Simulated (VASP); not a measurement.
# Au (Cmce) in VASP: further runs

Au is run at these levels: PBEsol; tasks: single point, relaxation of cell and atoms.

Everything below comes from runs of VASP 6.6.1. Logs are shortened: lines on timing, memory, paths and dates and some standing lists are left out, and cuts for length are marked.

## (1) The cell of the first run

It takes space group Cmce (No. 64, orthorhombic). The conventional cell has a = 4.483 Å, b = 7.598 Å, c = 4.489 Å, α = 90.00°, β = 90.00°, γ = 90.00°. Within 3.2 Å of Au (site symmetry m) lie 7 Au at 2.42 to 2.78 Å.

## (2) Single point, PBEsol

File INCAR:

```
ALGO = Normal
EDIFF = 1E-6
ENCUT = 520
GGA = PS
ISIF = 2
ISMEAR = 0
LASPH = True
LCHARG = False
LREAL = False
LWAVE = False
NBANDS = 30
NELM = 60
PREC = Accurate
SIGMA = 0.1
```

File KPOINTS:

```
k-points
0
Gamma
  6 6 4
```

File POSCAR:

```
Au
1.0
    2.2416747872     -3.7992230503      0.0000000000
    2.2416747872      3.7992230503      0.0000000000
    0.0000000000      0.0000000000      4.4893131936
Au
4
Direct
    0.1525000000      0.8475000000      0.0785000000
    0.6525000000      0.3475000000      0.4215000000
    0.8475000000      0.1525000000      0.9215000000
    0.3475000000      0.6525000000      0.5785000000
```

Potentials or basis: VASP PAW PBE potentials, release 64 (Au).

The run is started by

```sh
$ cat potpaw_PBE.64/Au/POTCAR > POTCAR
$ mpirun -np 1 vasp_std > vasp.out
```

OUTCAR:

```text
EDIFF = 1E-6
   ENCUT = 520
   GGA = PS
   ISIF = 2
   ISMEAR = 0
   LASPH = True
   LREAL = False
   NELM = 60
   PREC = Accurate

 ion  position               nearest neighbor table
   1  0.153  0.847  0.078-   3 2.42   4 2.69   4 2.69   2 2.72   2 2.72   3 2.78   3 2.78
   2  0.653  0.347  0.422-   4 2.42   3 2.69   3 2.69   1 2.72   1 2.72   4 2.78   4 2.78
   3  0.847  0.153  0.922-   1 2.42   2 2.69   2 2.69   4 2.72   4 2.72   1 2.78   1 2.78
   4  0.347  0.653  0.578-   2 2.42   1 2.69   1 2.69   3 2.72   3 2.72   2 2.78   2 2.78

  LATTYP: Found a base centered orthorhombic cell.
 ALAT       =     4.4833495744
 B/A-ratio  =     1.6948145520
 C/A-ratio  =     1.0013301705

  Lattice vectors:

 A1 = (   2.2416747872,  -3.7992230503,   0.0000000000)
 A2 = (   2.2416747872,   3.7992230503,   0.0000000000)
 A3 = (   0.0000000000,   0.0000000000,   4.4893131936)

Analysis of symmetry for initial positions (statically):
=====================================================================
 Subroutine PRICEL returns:
 Original cell was already a primitive cell.

 Routine SETGRP: Setting up the symmetry group for a
 base centered orthorhombic supercell.

 Subroutine GETGRP returns: Found  8 space group operations
 (whereof  4 operations were pure point group operations)
 out of a pool of  8 trial point group operations.

The static configuration has the point symmetry C_2h.
 The point group associated with its full space group is D_2h.

Analysis of symmetry for dynamics (positions and initial velocities):
=====================================================================
 Subroutine PRICEL returns:
 Original cell was already a primitive cell.

 Routine SETGRP: Setting up the symmetry group for a
 base centered orthorhombic supercell.

 Subroutine GETGRP returns: Found  8 space group operations
 (whereof  4 operations were pure point group operations)
 out of a pool of  8 trial point group operations.

The dynamic configuration has the point symmetry C_2h.
 The point group associated with its full space group is D_2h.

 Subroutine INISYM returns: Found  8 space group operations
 (whereof  4 operations are pure point group operations),
 and found     1 'primitive' translations

----------------------------------------------------------------------------------------

                                     Primitive cell

  volume of cell :      76.4676

  direct lattice vectors                    reciprocal lattice vectors
     2.241674787 -3.799223050  0.000000000     0.223047519 -0.131605856  0.000000000
     2.241674787  3.799223050  0.000000000     0.223047519  0.131605856  0.000000000
     0.000000000  0.000000000  4.489313194     0.000000000  0.000000000  0.222751222

  length of vectors
     4.411258509  4.411258509  4.489313194     0.258979337  0.258979337  0.222751222

  position of ions in fractional coordinates (direct lattice)
     0.152500000  0.847500000  0.078500000
     0.652500000  0.347500000  0.421500000
     0.847500000  0.152500000  0.921500000
     0.347500000  0.652500000  0.578500000

  ion indices of the primitive-cell ions
   primitive index   ion index
                 1           1
                 2           2
                 3           3
                 4           4

----------------------------------------------------------------------------------------

 KPOINTS: k-points

Automatic generation of k-mesh.
 Grid dimensions read from file:
 generate k-points for:    6    6    4

 Generating k-lattice:

  Cartesian coordinates                     Fractional coordinates (reciprocal lattice)
     0.037174587 -0.021934309  0.000000000     0.166666667  0.000000000  0.000000000
     0.037174587  0.021934309  0.000000000     0.000000000  0.166666667  0.000000000
     0.000000000  0.000000000  0.055687806     0.000000000  0.000000000  0.250000000

  Length of vectors
     0.043163223  0.043163223  0.055687806

  Shift w.r.t. Gamma in fractional coordinates (k-lattice)
     0.000000000  0.000000000  0.000000000

 Subroutine IBZKPT returns following result:
 ===========================================

 Found     39 irreducible k-points:

 Following reciprocal coordinates:
            Coordinates               Weight
  0.000000  0.000000  0.000000      1.000000
  0.166667  0.000000  0.000000      4.000000
  0.333333  0.000000  0.000000      4.000000
  0.500000  0.000000  0.000000      2.000000
  0.166667  0.166667  0.000000      2.000000
  0.333333  0.166667  0.000000      4.000000
[... 16 lines left out ...]
  0.333333  0.333333  0.250000      4.000000
  0.500000  0.333333  0.250000      8.000000
 [... further k-points ...]
   k-points           NKPTS =     39   k-points in BZ     NKDIM =     39   number of bands    NBANDS=     30
   number of dos      NEDOS =    301   number of ions     NIONS =      4
   total plane-waves  NPLWV =  46656
   dimension x,y,z NGX =    36 NGY =   36 NGZ =   36
   dimension x,y,z NGXF=    72 NGYF=   72 NGZF=   72
   ions per type =               4
   NGX,Y,Z   is equivalent  to a cutoff of  13.57, 13.57, 13.33 a.u.
   NGXF,Y,Z  is equivalent  to a cutoff of  27.13, 27.13, 26.66 a.u.
 SYSTEM =  unknown system
   PREC   = accura    normal or accurate (medium, high low for compatibility)
   ISTART =      0    job   : 0-new  1-cont  2-samecut
   ICHARG =      2    charge: 1-file 2-atom 10-const
   ISPIN  =      1    spin polarized calculation?
   LNONCOLLINEAR =      F non collinear calculations
   LSORBIT =      F    spin-orbit coupling
   LASPH  =      T    aspherical Exc in radial PAW
   ENCUT  =  520.0 eV  38.22 Ry    6.18 a.u.   8.20  8.20  8.35*2*pi/ulx,y,z
   NELM   =     60;   NELMIN=  2; NELMDL= -5     # of ELM steps
   EDIFF  = 0.1E-05   stopping-criterion for ELM
   LREAL  =      F    real-space projection
   EDIFFG = 0.1E-04   stopping-criterion for IOM
   NSW    =      0    number of steps for IOM
   IBRION =     -1    ionic relax: 0-MD 1-quasi-New 2-CG
   NFREE  =      0    steps in history (QN), initial steepest desc. (CG)
   ISIF   =      2    stress and relaxation
   ISYM   =      2    0-nonsym 1-usesym 2-fastsym
   POTIM  = 0.5000    time-step for ionic-motion
   TEBEG  =    0.0;   TEEND  =   0.0 temperature during run
   PSTRESS=    0.0 pullay stress
   NELECT =      44.0000    total number of electrons
   NUPDOWN=      -1.0000    fix difference up-down
   EMIN   =  10.00;   EMAX   =-10.00  energy-range for DOS
   EFERMI =   0.00;   METHOD = LEGACY
   ISMEAR =     0;   SIGMA  =   0.10  broadening in eV -4-tet -1-fermi 0-gaus
   EFERMI_NEDOS =   21; number of points for ismear=-14 and -15
   IALGO  =     38    algorithm
   IMIX   =      4    mixing-type and parameters
     AMIX     =   0.40;   BMIX     =  1.00
     AMIX_MAG =   1.60;   BMIX_MAG =  1.00
  volume/ion in A,a.u.               =      19.12       129.01
  Fermi-wavevector in a.u.,A,eV,Ry     =   1.361654  2.573152 25.226567  1.854100
  Thomas-Fermi vector in A             =   2.488211
   LORBIT       =      0    0 simple, 1 ext, 2 COOP (PROOUT), +10 PAW based schemes
   GGA     = PS    functional components
   LHFCALC =     F    Hartree Fock is set to
   AEXX    =    0.0000 exact exchange contribution
   IVDW    =     0    specifies the selected vdW correction
   LEPSILON=     F    determine dielectric tensor
   LRPA    =     F    only Hartree local field effects (RPA)
 non-spin polarized calculation
 Gauss-broadening in eV      SIGMA  =   0.10
  energy-cutoff  :      520.00
  volume of cell :       76.47
 maximum number of plane-waves:      2079
 NGX is ok and might be reduce to    36
   NGX = 17   NGY = 17   NGZ = 17

 number of electron      43.9999998 magnetization

 Free energy of the ion-electron system (eV)
  ---------------------------------------------------
  ext. energy  EPLUGINS =         0.00000000
  ---------------------------------------------------
  free energy    TOTEN  =       -13.55750441 eV

  energy without entropy =      -13.54828034  energy(sigma->0) =      -13.55289238

 E-fermi :   7.5659     XC(G=0): -12.0055

 val. band max:        7.5382929781   @ k =  -0.3333   0.1667   0.2500
 cond. band min:       7.5697486906   @ k =   0.3333   0.0000   0.2500
 fundamental gap:      0.0314557126
 Fermi energy:         7.5658901597

 k-point     1 :       0.0000    0.0000    0.0000
  band No.  band energies     occupation
      1      -1.4771      2.00000
      2       1.2341      2.00000
      3       1.3909      2.00000
      4       1.3936      2.00000
      5       1.9476      2.00000
      6       2.0619      2.00000
[... 22 lines left out ...]
     29      16.2454      0.00000
     30      19.0651      0.00000

 k-point     2 :       0.1667    0.0000    0.0000
  band No.  band energies     occupation
      1      -1.1450      2.00000
      2       1.1348      2.00000
      3       1.3492      2.00000
      4       1.6914      2.00000
      5       1.9058      2.00000
      6       1.9313      2.00000
[... 22 lines left out ...]
     29      17.8600      0.00000
     30      18.1671      0.00000

 k-point     3 :       0.3333    0.0000    0.0000
  band No.  band energies     occupation
      1      -0.2302      2.00000
      2       1.1003      2.00000
      3       1.6124      2.00000
      4       1.6704      2.00000
      5       1.7597      2.00000
      6       1.7825      2.00000
[... 22 lines left out ...]
     29      18.1001      0.00000
     30      18.9095      0.00000

 k-point     4 :       0.5000    0.0000    0.0000
  band No.  band energies     occupation
      1       0.8472      2.00000
      2       0.8472      2.00000
      3       1.5990      2.00000
      4       1.5990      2.00000
      5       1.7085      2.00000
      6       1.7085      2.00000
[... 22 lines left out ...]
     29      18.5633      0.00000
     30      18.5633      0.00000

 k-point     5 :       0.1667    0.1667    0.0000
  band No.  band energies     occupation
      1      -0.5247      2.00000
      2       1.0677      2.00000
      3       1.5515      2.00000
      4       1.6922      2.00000
      5       1.8904      2.00000
      6       1.9939      2.00000
[... 22 lines left out ...]
     29      17.8618      0.00000
     30      17.9515      0.00000
[... 526 lines left out ...]
     29      17.0428      0.00000
     30      18.5600      0.00000

 k-point    22 :      -0.1667    0.1667    0.2500
  band No.  band energies     occupation
      1      -0.6470      2.00000
      2       1.2210      2.00000
      3       1.4063      2.00000
      4       1.5221      2.00000
      5       1.5659      2.00000
      6       1.8049      2.00000
[... 22 lines left out ...]
     29      16.1434      0.00000
     30      16.9580      0.00000

 k-point    23 :       0.3333    0.3333    0.2500
  band No.  band energies     occupation
      1       0.9710      2.00000
      2       0.9790      2.00000
      3       1.2558      2.00000
      4       1.2790      2.00000
      5       1.4014      2.00000
      6       1.4467      2.00000
[... 22 lines left out ...]
     29      18.7490      0.00000
     30      19.1444      0.00000

 k-point    24 :       0.5000    0.3333    0.2500
  band No.  band energies     occupation
      1       0.5708      2.00000
      2       0.9880      2.00000
      3       1.1925      2.00000
      4       1.3662      2.00000
      5       1.4682      2.00000
      6       1.6045      2.00000
[... 22 lines left out ...]
     29      17.8010      0.00000
     30      18.3109      0.00000

 [... further k-points ...]
[... 5 lines left out ...]
  --------------------------------------------------------------------------------------
  -------------------------------------------------------------------------------------
  Total        2.2318087     13.0908158      5.1287020      0.0000000      0.0000000      0.0000000
  in kB       46.7616945    274.2836967    107.4584941      0.0000000      0.0000000      0.0000000
  external PRESSURE =     142.8346284 kB  Pullay stress =       0.0000000 kB

 VOLUME and BASIS-vectors are now :
 -----------------------------------------------------------------------------
  energy-cutoff  :      520.00
  volume of cell :       76.47
      direct lattice vectors                 reciprocal lattice vectors
     2.241674787 -3.799223050  0.000000000     0.223047519 -0.131605856  0.000000000
     2.241674787  3.799223050  0.000000000     0.223047519  0.131605856  0.000000000
     0.000000000  0.000000000  4.489313194     0.000000000  0.000000000  0.222751222

 POSITION                                       TOTAL-FORCE (eV/Angst)
 -----------------------------------------------------------------------------------
      2.24167      2.64046      0.35241         0.000000     -1.895007      0.771815
      2.24167     -1.15876      1.89225         0.000000     -1.895007     -0.771815
      2.24167     -2.64046      4.13690         0.000000      1.895007     -0.771815
      2.24167      1.15876      2.59707         0.000000      1.895007      0.771815
 -----------------------------------------------------------------------------------
    total drift:                                0.000000      0.000000     -0.000000

  FREE ENERGIE OF THE ION-ELECTRON SYSTEM (eV)
  ---------------------------------------------------
  free  energy   TOTEN  =       -13.5575044117 eV

  energy  without entropy=      -13.5482803409  energy(sigma->0) =      -13.55289238
```

Wall time 82 s (1 thread of Intel Xeon 8259CL, shared host); peak memory 0.24 GiB.

What came out:

```
Free energy            : -13.5575 eV
Pressure               : 14.3 GPa
Largest force          : 2.046 eV/Å
Band gap on the k mesh : zero (bands 22 and 23 overlap by 2.56 eV)
```

Forces in eV/Å, atoms in the order of the input:
```
Au   0.000 -1.895  0.772
Au   0.000 -1.895 -0.772
Au   0.000  1.895 -0.772
Au   0.000  1.895  0.772
```

Caveat: the stress differs along the axes, from 5 to 27 GPa; the PAW data sets were made with another functional, which shifts forces and pressure a little; spin-orbit coupling is left out, which moves the levels of the heavy elements.

(Continued in part 2 of 2.)

The gap in the log of VASP goes by the Fermi energy; the results here count the filled bands.